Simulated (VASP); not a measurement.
Wanted: the native input for a VASP 6.6.1 run.

| Quantity | Value |
| --- | --- |
| Task | single point |
| Functional | HSE06 |
| Potentials or basis | VASP PAW PBE potentials, release 64 (Zn, Mg, S) |
| Cutoff | 520 eV |
| k mesh | 1 × 1 × 1 |
| Occupations | fermi-dirac, width 0.05 eV |
| Spin | no spin polarisation |
| Dipole correction | no |
| Grid for exact exchange (PRECFOCK) | Fast |
| Further INCAR settings | LREAL = Auto; ALGO = Normal; EDIFF = 1e-06; NBANDS = 196 |
| Share of exact exchange | 0.25 |
| Screening parameter | 0.2079 1/Å |

The system is Mg13Zn3S16.

```
Zn Mg S
1.0
    11.19201    0.00000    0.00000
     0.00000   11.19201    0.00000
     0.00000    0.00000   11.19201
Zn Mg S
6 26 32
Cartesian
  0.0056 0.0287 11.1765
  11.1879 5.5842 11.1678
  8.4230 2.7666 5.5997
  2.7599 0.0294 8.4259
  8.4226 0.0297 2.7910
  0.0023 2.7709 8.4197
  11.1722 0.0342 5.6219
  11.1768 5.5439 5.6125
  5.6017 0.0004 11.1911
  5.6153 0.0172 5.5911
  5.5984 5.5846 11.1900
  5.6223 5.5793 5.6018
  2.7373 2.7780 11.1540
  2.7789 2.7755 5.6368
  2.7601 8.4121 11.1704
  2.7902 8.4181 5.6160
  8.4579 2.7786 11.1891
  8.4330 8.4199 0.0139
  8.4047 8.4096 5.5755
  2.7761 11.1913 2.7808
  2.7802 5.5865 2.7761
  2.7544 5.5794 8.4101
  8.4399 0.0321 8.3914
  8.4237 5.5775 2.7981
  8.4346 5.5442 8.3958
  11.1553 2.7800 2.7756
  11.1745 8.4182 2.7578
  0.0173 8.4120 8.4305
  5.6399 2.7742 2.8198
  5.5986 2.7745 8.3740
  5.6204 8.4110 2.7936
  5.5782 8.4188 8.3945
  1.3388 1.3536 1.3569
  1.3858 1.4030 7.1092
  1.3378 6.9492 1.3281
  1.3796 6.9928 6.9981
  7.0649 1.3589 1.4266
  7.0603 1.4390 6.9514
  7.0165 6.9910 1.4002
  7.0178 7.0012 7.0095
  4.1960 4.1519 1.3900
  4.1885 4.2018 7.0077
  4.1882 9.7852 1.3931
  4.1364 9.8814 7.0525
  9.8509 4.2490 1.3428
  9.8094 4.0472 7.0018
  9.8073 9.9281 1.3843
  9.8018 9.7825 7.0057
  4.1794 1.3979 4.1982
  4.1542 1.3591 9.7502
  4.2038 7.0007 4.1994
  4.1794 6.9927 9.7924
  9.7089 1.4010 4.1953
  9.9013 1.3946 9.7934
  9.8143 6.9915 4.1968
  9.8429 6.9521 9.8371
  1.3924 4.1601 4.1914
  1.2781 4.1925 9.7820
  1.3761 9.8085 4.2022
  1.3862 9.9060 9.8049
  7.0799 4.1419 4.2564
  7.0041 4.1586 9.8021
  7.0604 9.8572 4.1371
  7.0218 9.8089 9.7816
```

One way to write it, as run:

POSCAR

```
Mg13Zn3S16
1.0
   11.1920110000      0.0000000000      0.0000000000
    0.0000000000     11.1920110000      0.0000000000
    0.0000000000      0.0000000000     11.1920110000
Zn Mg S
6 26 32
Direct
    0.0005010000      0.0025640000      0.9986120000
    0.9996290000      0.4989410000      0.9978350000
    0.7525870000      0.2471910000      0.5003280000
    0.2465920000      0.0026270000      0.7528500000
    0.7525520000      0.0026580000      0.2493720000
    0.0002040000      0.2475740000      0.7522990000
    0.9982280000      0.0030600000      0.5023180000
    0.9986400000      0.4953430000      0.5014780000
    0.5005130000      0.0000400000      0.9999160000
    0.5017250000      0.0015340000      0.4995660000
    0.5002130000      0.4989800000      0.9998200000
    0.5023470000      0.4985040000      0.5005150000
    0.2445790000      0.2482130000      0.9966030000
    0.2482960000      0.2479930000      0.5036450000
    0.2466150000      0.7516190000      0.9980720000
    0.2493060000      0.7521520000      0.5017840000
    0.7557060000      0.2482670000      0.9997440000
    0.7534830000      0.7523160000      0.0012380000
    0.7509530000      0.7513970000      0.4981660000
    0.2480430000      0.9999400000      0.2484650000
    0.2484090000      0.4991510000      0.2480420000
    0.2461040000      0.4985200000      0.7514390000
    0.7541000000      0.0028720000      0.7497710000
    0.7526500000      0.4983500000      0.2500120000
    0.7536230000      0.4953710000      0.7501590000
    0.9967210000      0.2483890000      0.2480020000
    0.9984360000      0.7521620000      0.2464040000
    0.0015480000      0.7516040000      0.7532640000
    0.5039260000      0.2478720000      0.2519440000
    0.5002290000      0.2479040000      0.7482110000
    0.5021790000      0.7515220000      0.2496050000
    0.4984070000      0.7522190000      0.7500410000
    0.1196230000      0.1209460000      0.1212420000
    0.1238170000      0.1253560000      0.6352070000
    0.1195280000      0.6209070000      0.1186670000
    0.1232670000      0.6248000000      0.6252790000
    0.6312430000      0.1214180000      0.1274650000
    0.6308330000      0.1285740000      0.6211080000
    0.6269200000      0.6246450000      0.1251080000
    0.6270390000      0.6255540000      0.6262960000
    0.3749080000      0.3709710000      0.1241940000
    0.3742390000      0.3754260000      0.6261350000
    0.3742130000      0.8743030000      0.1244750000
    0.3695820000      0.8828990000      0.6301330000
    0.8801710000      0.3796450000      0.1199820000
    0.8764620000      0.3616120000      0.6256090000
    0.8762750000      0.8870700000      0.1236820000
    0.8757860000      0.8740570000      0.6259560000
    0.3734310000      0.1249010000      0.3751030000
    0.3711720000      0.1214310000      0.8711740000
    0.3756090000      0.6255120000      0.3752170000
    0.3734230000      0.6247970000      0.8749450000
    0.8674810000      0.1251790000      0.3748510000
    0.8846790000      0.1246070000      0.8750320000
    0.8769030000      0.6246870000      0.3749850000
    0.8794540000      0.6211640000      0.8789370000
    0.1244110000      0.3717070000      0.3744990000
    0.1141980000      0.3746020000      0.8740120000
    0.1229580000      0.8763870000      0.3754610000
    0.1238600000      0.8850920000      0.8760620000
    0.6325860000      0.3700780000      0.3803090000
    0.6258150000      0.3715650000      0.8758160000
    0.6308470000      0.8807390000      0.3696500000
    0.6273950000      0.8764230000      0.8739790000
```

INCAR.step1

```
ALGO = Normal ; EDIFF = 1E-5
ENCUT = 520 ; GGA = PE
GGA_COMPAT = F ; ISIF = 2
ISMEAR = -1 ; LASPH = T
LREAL = Auto ; LWAVE = T
NBANDS = 196 ; NCORE = 4
NELM = 120 ; PREC = Accurate
SIGMA = 0.05
```

INCAR.step2

```
ALGO = Normal ; EDIFF = 1E-6
ENCUT = 520 ; GGA = PE
GGA_COMPAT = F ; HFSCREEN = 0.2079
ISIF = 2 ; ISMEAR = -1
ISTART = 1 ; LASPH = T
LCHARG = T ; LELF = T
LHFCALC = T ; LREAL = Auto
LVHAR = T ; LWAVE = F
NBANDS = 196 ; NCORE = 4
NELM = 120 ; PREC = Accurate
PRECFOCK = Fast ; SIGMA = 0.05
```

KPOINTS

```
k-points
0
Gamma
  1 1 1
```

Potentials or basis: VASP PAW PBE potentials, release 64 (Zn, Mg, S).

The run is started by

```console
$ cat potpaw_PBE.64/Zn/POTCAR potpaw_PBE.64/Mg/POTCAR potpaw_PBE.64/S/POTCAR > POTCAR
$ cp INCAR.step1 INCAR
$ mpirun -np 4 vasp_gam > vasp.out
$ cp INCAR.step2 INCAR
$ mpirun -np 4 vasp_gam > vasp.out
```

It gave:

```json
{"Pressure": "0.7 GPa", "Largest force": "0.249 eV/Å", "Band gap on the k mesh": "4.25 eV"}
```

Caveat: the k points lie up to 0.56 Å⁻¹ apart; the PAW data sets were made with another functional, which shifts forces and pressure a little.

It took 9.1 min on 4 MPI ranks on Intel(R) Xeon(R) Platinum 8488C (Sapphire Rapids) (shared host), peak memory 0.62 GiB a rank.
